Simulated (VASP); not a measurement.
Write the native input for VASP 6.6.1 that does the following.

```
Task                   : single point
Functional             : r2SCAN
Dispersion             : rVV10
Potentials or basis    : VASP PAW PBE potentials, release 64 (Ni, Mo_sv, Pd, Ir, W_sv)
Cutoff                 : 520 eV
k mesh                 : 8 × 8 × 2
Occupations            : fermi-dirac, width 0.05 eV
Spin                   : collinear spin, ferromagnetic start
Starting moments       : [1.0, 1.0, 0.0, 0.6, 0.0] μB
Dipole correction      : no
Further INCAR settings : ALGO = Normal; EDIFF = 1e-06; NBANDS = 40
```

NiMoIrPdW:

```
CELL_PARAMETERS angstrom
2.32414 -1.41174 0.01308
2.32414 1.41174 0.01308
-2.16759 0.00000 10.81729
ATOMIC_POSITIONS crystal
Ni 0.49767 0.49767 0.29554
Mo 0.32057 0.32057 0.91250
Pd 0.24499 0.24499 0.48912
Ir 0.75198 0.75198 0.11005
W 0.68478 0.68478 0.69281
```

One way to write it, as run:

POSCAR

```
NiMoIrPdW
1.0
    2.3241356084     -1.4117422388      0.0130840383
    2.3241356084      1.4117422388      0.0130840383
   -2.1675855957      0.0000000000     10.8172923056
Ni Mo Pd Ir W
1 1 1 1 1
Direct
    0.4976676951      0.4976676951      0.2955414652
    0.3205748273      0.3205748273      0.9124961392
    0.2449924028      0.2449924028      0.4891187871
    0.7519764421      0.7519764421      0.1100454023
    0.6847786327      0.6847786327      0.6928082062
```

INCAR.step1

```
SYSTEM = NiMoIrPdW
ALGO = Normal
EDIFF = 1E-4
ENCUT = 520
GGA = PE
ISMEAR = -1
ISPIN = 2
LASPH = .True.
LCHARG = .False.
LMAXMIX = 4
LREAL = .False.
LWAVE = .True.
MAGMOM = 1 1 0 0.6 0
NBANDS = 40
NELM = 150
PREC = Accurate
SIGMA = 0.05
```

INCAR.step2

```
SYSTEM = NiMoIrPdW
ALGO = Normal
BPARAM = 11.95
CPARAM = 0.0093
EDIFF = 1E-6
ENCUT = 520
ISIF = 2
ISMEAR = -1
ISPIN = 2
ISTART = 1
IVDW_NL = 2
LASPH = .True.
LCHARG = .True.
LELF = .True.
LMAXMIX = 4
LMIXTAU = .True.
LORBIT = 11
LREAL = .False.
LUSE_VDW = .True.
LVHAR = .True.
LWAVE = .False.
MAGMOM = 1 1 0 0.6 0
METAGGA = R2SCAN
NBANDS = 40
NELM = 150
PREC = Accurate
SIGMA = 0.05
```

KPOINTS

```
k-points
0
Gamma
  8 8 2
  0 0 0
```

Potentials or basis: VASP PAW PBE potentials, release 64 (Ni, Mo_sv, Pd, Ir, W_sv).

The run is started by

```sh
$ cat potpaw_PBE.64/Ni/POTCAR potpaw_PBE.64/Mo_sv/POTCAR potpaw_PBE.64/Pd/POTCAR potpaw_PBE.64/Ir/POTCAR potpaw_PBE.64/W_sv/POTCAR > POTCAR
$ cp INCAR.step1 INCAR
$ mpirun -np 1 vasp_std > vasp.out
$ cp INCAR.step2 INCAR
$ mpirun -np 1 vasp_std > vasp.out
```

It gave:

* Pressure: 2.0 GPa
* Largest force: 0.063 eV/Å
* Net moment: 0.00 μB per cell
* Valence electrons inside the program's atomic spheres: Ni 9.24; Mo 12.55; Pd 9.67; Ir 8.43; W 12.08

Caveat: the moments typed at the start vanished in this run; the PAW data sets were made with another functional, which shifts forces and pressure a little.

Run time: 30 min on 1 thread of Intel(R) Xeon(R) Platinum 8259CL CPU @ 2.50GHz (Skylake/Cascade Lake) (shared host), peak memory 0.51 GiB.
